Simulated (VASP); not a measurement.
# MnF2 (P4_2/mnm) in VASP: single point with PBE

Aim: the single point of MnF2 with PBE.

Everything below comes from runs of VASP 6.6.1. Logs are shortened: lines on timing, memory, paths and dates and some standing lists are left out, and cuts for length are marked.

## (1) The cell of the first run

It takes space group P4_2/mnm (No. 136, tetragonal). Conventional cell: a = 4.874 Å, b = 4.874 Å, c = 3.311 Å, α = 90.00°, β = 90.00°, γ = 90.00°. Within 2.8 Å of Mn (site symmetry mmm) lie 6 F at 2.10 to 2.13 Å. F (site symmetry m2m) has 3 Mn at 2.10 to 2.13 Å and 1 F at 2.70 Å within 2.8 Å.

## (2) Single point, PBE, collinear spin, ferromagnetic start

Contents of INCAR:

```
SYSTEM = MnF2
PREC = Accurate
ENCUT = 520
EDIFF = 1E-6
ISMEAR = -1
SIGMA = 0.02
LREAL = .FALSE.
LASPH = .TRUE.
NELM = 150
ALGO = Normal
ISIF = 2
LWAVE = .FALSE.
LCHARG = .FALSE.
ISPIN = 2
MAGMOM = 5 5 0 0 0 0
LORBIT = 11
LMAXMIX = 4
GGA = PE
NBANDS = 40
```

Contents of KPOINTS:

```
regular mesh
0
G
  5 5 7
  0 0 0
```

Contents of POSCAR:

```
MnF2
1.0
    4.8738000000      0.0000000000      0.0000000000
    0.0000000000      4.8738000000      0.0000000000
    0.0000000000      0.0000000000      3.3107000000
Mn F
2 4
Direct
    0.0000000000      0.0000000000      0.0000000000
    0.5000000000      0.5000000000      0.5000000000
    0.3044139736      0.3044139736      0.0000000000
    0.1955860264      0.8044139736      0.5000000000
    0.6955860264      0.6955860264      0.0000000000
    0.8044139736      0.1955860264      0.5000000000
```

Potentials or basis: VASP PAW PBE potentials, release 64 (Mn_pv, F).

Started as:

```console
$ cat potpaw_PBE.64/Mn_pv/POTCAR potpaw_PBE.64/F/POTCAR > POTCAR
$ mpirun -np 1 vasp_std > vasp.out
```

OUTCAR:

```text
SYSTEM = MnF2
   PREC = Accurate
   ENCUT = 520
   EDIFF = 1E-6
   ISMEAR = -1
   LREAL = .FALSE.
   LASPH = .TRUE.
   NELM = 150
   ISIF = 2
   ISPIN = 2
   LORBIT = 11
   GGA = PE

 ion  position               nearest neighbor table
   1  0.000  0.000  0.000-   3 2.10   5 2.10   4 2.13   6 2.13   4 2.13   6 2.13
   2  0.500  0.500  0.500-   4 2.10   6 2.10   5 2.13   3 2.13   3 2.13   5 2.13
   3  0.304  0.304  0.000-   1 2.10   2 2.13   2 2.13
   4  0.196  0.804  0.500-   2 2.10   1 2.13   1 2.13
   5  0.696  0.696  0.000-   1 2.10   2 2.13   2 2.13
   6  0.804  0.196  0.500-   2 2.10   1 2.13   1 2.13

  LATTYP: Found a simple tetragonal cell.
 ALAT       =     4.8738000000
 C/A-ratio  =     0.6792851574

  Lattice vectors:

 A1 = (   4.8738000000,   0.0000000000,   0.0000000000)
 A2 = (   0.0000000000,   4.8738000000,   0.0000000000)
 A3 = (   0.0000000000,   0.0000000000,   3.3107000000)

Analysis of symmetry for initial positions (statically):
=====================================================================
 Subroutine PRICEL returns:
 Original cell was already a primitive cell.

 Routine SETGRP: Setting up the symmetry group for a
 simple tetragonal supercell.

 Subroutine GETGRP returns: Found 16 space group operations
 (whereof  8 operations were pure point group operations)
 out of a pool of 16 trial point group operations.

The static configuration has the point symmetry D_2h.
 The point group associated with its full space group is D_4h.

Analysis of symmetry for dynamics (positions and initial velocities):
=====================================================================
 Subroutine PRICEL returns:
 Original cell was already a primitive cell.

 Routine SETGRP: Setting up the symmetry group for a
 simple tetragonal supercell.

 Subroutine GETGRP returns: Found 16 space group operations
 (whereof  8 operations were pure point group operations)
 out of a pool of 16 trial point group operations.

The dynamic configuration has the point symmetry D_2h.
 The point group associated with its full space group is D_4h.

Analysis of structural, dynamic, and magnetic symmetry:
=====================================================================
 Subroutine PRICEL returns:
 Original cell was already a primitive cell.

 Routine SETGRP: Setting up the symmetry group for a
 simple tetragonal supercell.

 Subroutine GETGRP returns: Found 16 space group operations
 (whereof  8 operations were pure point group operations)
 out of a pool of 16 trial point group operations.

The overall configuration has the point symmetry D_2h.
 The point group associated with its full space group is D_4h.

 Subroutine INISYM returns: Found 16 space group operations
 (whereof  8 operations are pure point group operations),
 and found     1 'primitive' translations

----------------------------------------------------------------------------------------

                                     Primitive cell

  volume of cell :      78.6421

  direct lattice vectors                    reciprocal lattice vectors
     4.873800000  0.000000000  0.000000000     0.205178711  0.000000000  0.000000000
     0.000000000  4.873800000  0.000000000     0.000000000  0.205178711  0.000000000
     0.000000000  0.000000000  3.310700000     0.000000000  0.000000000  0.302050926

  length of vectors
     4.873800000  4.873800000  3.310700000     0.205178711  0.205178711  0.302050926

  position of ions in fractional coordinates (direct lattice)
     0.000000000  0.000000000  0.000000000
     0.500000000  0.500000000  0.500000000
     0.304413974  0.304413974  0.000000000
     0.195586026  0.804413974  0.500000000
     0.695586026  0.695586026  0.000000000
     0.804413974  0.195586026  0.500000000

  ion indices of the primitive-cell ions
   primitive index   ion index
                 1           1
                 2           2
                 3           3
                 4           4
                 5           5
                 6           6

----------------------------------------------------------------------------------------

[... 29 lines left out ...]
  0.200000  0.200000  0.000000      4.000000
  0.400000  0.200000  0.000000      8.000000
  0.400000  0.400000  0.000000      4.000000
[... 16 lines left out ...]
  0.400000  0.200000  0.428571     16.000000
  0.400000  0.400000  0.428571      8.000000
   k-points           NKPTS =     24   k-points in BZ     NKDIM =     24   number of bands    NBANDS=     40
   number of dos      NEDOS =    301   number of ions     NIONS =      6
   total plane-waves  NPLWV =  36288
   dimension x,y,z NGX =    36 NGY =   36 NGZ =   28
   dimension x,y,z NGXF=    72 NGYF=   72 NGZF=   56
   ions per type =               2   4
   NGX,Y,Z   is equivalent  to a cutoff of  12.28, 12.28, 14.06 a.u.
   NGXF,Y,Z  is equivalent  to a cutoff of  24.56, 24.56, 28.12 a.u.
 SYSTEM =  MnF2
   PREC   = accura    normal or accurate (medium, high low for compatibility)
   ISTART =      0    job   : 0-new  1-cont  2-samecut
   ICHARG =      2    charge: 1-file 2-atom 10-const
   ISPIN  =      2    spin polarized calculation?
   LNONCOLLINEAR =      F non collinear calculations
   LSORBIT =      F    spin-orbit coupling
   LASPH  =      T    aspherical Exc in radial PAW
   ENCUT  =  520.0 eV  38.22 Ry    6.18 a.u.   9.06  9.06  6.16*2*pi/ulx,y,z
   NELM   =    150;   NELMIN=  2; NELMDL= -5     # of ELM steps
   EDIFF  = 0.1E-05   stopping-criterion for ELM
   LREAL  =      F    real-space projection
   EDIFFG = 0.1E-04   stopping-criterion for IOM
   NSW    =      0    number of steps for IOM
   IBRION =     -1    ionic relax: 0-MD 1-quasi-New 2-CG
   NFREE  =      0    steps in history (QN), initial steepest desc. (CG)
   ISIF   =      2    stress and relaxation
   ISYM   =      2    0-nonsym 1-usesym 2-fastsym
   POTIM  = 0.5000    time-step for ionic-motion
   TEBEG  =    0.0;   TEEND  =   0.0 temperature during run
   PSTRESS=    0.0 pullay stress
   NELECT =      54.0000    total number of electrons
   NUPDOWN=      -1.0000    fix difference up-down
   EMIN   =  10.00;   EMAX   =-10.00  energy-range for DOS
   EFERMI =   0.00;   METHOD = LEGACY
   ISMEAR =    -1;   SIGMA  =   0.02  broadening in eV -4-tet -1-fermi 0-gaus
   EFERMI_NEDOS =   21; number of points for ismear=-14 and -15
   IALGO  =     38    algorithm
   IMIX   =      4    mixing-type and parameters
     AMIX     =   0.40;   BMIX     =  1.00
     AMIX_MAG =   1.60;   BMIX_MAG =  1.00
  volume/ion in A,a.u.               =      13.11        88.45
  Fermi-wavevector in a.u.,A,eV,Ry     =   1.444290  2.729312 28.381385  2.085973
  Thomas-Fermi vector in A             =   2.562601
   LORBIT       =     11    0 simple, 1 ext, 2 COOP (PROOUT), +10 PAW based schemes
   GGA     = PE    functional components
   LHFCALC =     F    Hartree Fock is set to
   AEXX    =    0.0000 exact exchange contribution
   IVDW    =     0    specifies the selected vdW correction
   LEPSILON=     F    determine dielectric tensor
   LRPA    =     F    only Hartree local field effects (RPA)
 spin polarized calculation
  energy-cutoff  :      520.00
  volume of cell :       78.64
 maximum number of plane-waves:      2129
   NGX = 19   NGY = 19   NGZ = 13

 number of electron      54.0000034 magnetization      10.0000018

 Free energy of the ion-electron system (eV)
  ---------------------------------------------------
  ext. energy  EPLUGINS =         0.00000000
  ---------------------------------------------------
  free energy    TOTEN  =       -39.29984954 eV

  energy without entropy =      -39.29984954  energy(sigma->0) =      -39.29984954

 E-fermi :   3.8152     XC(G=0):  -9.7536

 val. band max:        3.4184266710   @ k =   0.0000   0.0000   0.0000
 cond. band min:       4.5235278555   @ k =   0.0000   0.0000   0.0000
 fundamental gap:      1.1051011845
 Fermi energy:         3.8152378967

 spin component 1

 k-point     1 :       0.0000    0.0000    0.0000
  band No.  band energies     occupation
      1     -46.7835      1.00000
      2     -46.7835      1.00000
      3     -46.7212      1.00000
      4     -46.7207      1.00000
      5     -46.7207      1.00000
      6     -46.7194      1.00000
[... 997 lines left out ...]
     38      12.5593      0.00000
     39      12.7141      0.00000
 Fermi energy:         3.8152378967

 spin component 2

 k-point     1 :       0.0000    0.0000    0.0000
  band No.  band energies     occupation
      1     -41.8238      1.00000
      2     -41.8238      1.00000
      3     -41.7492      1.00000
      4     -41.7492      1.00000
      5     -41.7447      1.00000
      6     -41.7420      1.00000
[... 997 lines left out ...]
     38      13.2240      0.00000
     39      13.6081      0.00000
 [bands above 39 left out]

------------------------ aborting loop because EDIFF is reached ----------------------------------------

  FORCE on cell =-STRESS in cart. coord.  units (eV):
  Direction    XX          YY          ZZ          XY          YZ          ZX
  --------------------------------------------------------------------------------------
  -------------------------------------------------------------------------------------
  Total        1.7530520      1.7530520      1.9120073      0.0000000      0.0000000      0.0000000
  in kB       35.7149590     35.7149590     38.9533577      0.0000000      0.0000000      0.0000000
  external PRESSURE =      36.7944252 kB  Pullay stress =       0.0000000 kB

 VOLUME and BASIS-vectors are now :
 -----------------------------------------------------------------------------
  energy-cutoff  :      520.00
  volume of cell :       78.64
      direct lattice vectors                 reciprocal lattice vectors
     4.873800000  0.000000000  0.000000000     0.205178711  0.000000000  0.000000000
     0.000000000  4.873800000  0.000000000     0.000000000  0.205178711  0.000000000
     0.000000000  0.000000000  3.310700000     0.000000000  0.000000000  0.302050926

 POSITION                                       TOTAL-FORCE (eV/Angst)
 -----------------------------------------------------------------------------------
      0.00000      0.00000      0.00000         0.000000      0.000000     -0.000000
      2.43690      2.43690      1.65535         0.000000      0.000000     -0.000000
      1.48365      1.48365      0.00000        -0.000372     -0.000372      0.000000
      0.95325      3.92055      1.65535         0.000372     -0.000372     -0.000000
      3.39015      3.39015      0.00000         0.000372      0.000372     -0.000000
      3.92055      0.95325      1.65535        -0.000372      0.000372     -0.000000
 -----------------------------------------------------------------------------------
    total drift:                                0.000000     -0.000000      0.000000

  FREE ENERGIE OF THE ION-ELECTRON SYSTEM (eV)
  ---------------------------------------------------
  free  energy   TOTEN  =       -39.2998495441 eV

  energy  without entropy=      -39.2998495441  energy(sigma->0) =      -39.29984954

 total charge

# of ion       s       p       d       tot
------------------------------------------
    1        0.164   6.146   4.949  11.259
    2        0.164   6.146   4.949  11.259
    3        1.735   4.368   0.000   6.102
    4        1.735   4.368   0.000   6.102
    5        1.735   4.368   0.000   6.102
    6        1.735   4.368   0.000   6.102
--------------------------------------------------
tot          7.268  29.762   9.899  46.928

 magnetization (x)

# of ion       s       p       d       tot
------------------------------------------
    1        0.024   0.021   4.544   4.590
    2        0.024   0.021   4.544   4.590
    3        0.009   0.081   0.000   0.090
    4        0.009   0.081   0.000   0.090
    5        0.009   0.081   0.000   0.090
    6        0.009   0.081   0.000   0.090
--------------------------------------------------
tot          0.084   0.369   9.088   9.540
```

Wall time 3.1 min (1 thread of AMD EPYC 7R43 (Zen 3), shared host); peak memory 0.24 GiB.

What came out:

```
Free energy                                           : -39.2998 eV
Pressure                                              : 3.7 GPa
Band gap on the k mesh                                : 1.11 eV
Net moment                                            : 10.00 μB per cell
Site moments                                          : Mn +4.59; F +0.09 μB
Valence electrons inside the program's atomic spheres : Mn 11.26; F 6.10
```

Caveat: the cell stands under pressure; an odd mesh through Γ misses points on the zone boundary, where band edges can lie; only a ferromagnetic start was run, and an antiferromagnetic order may lie lower in energy.
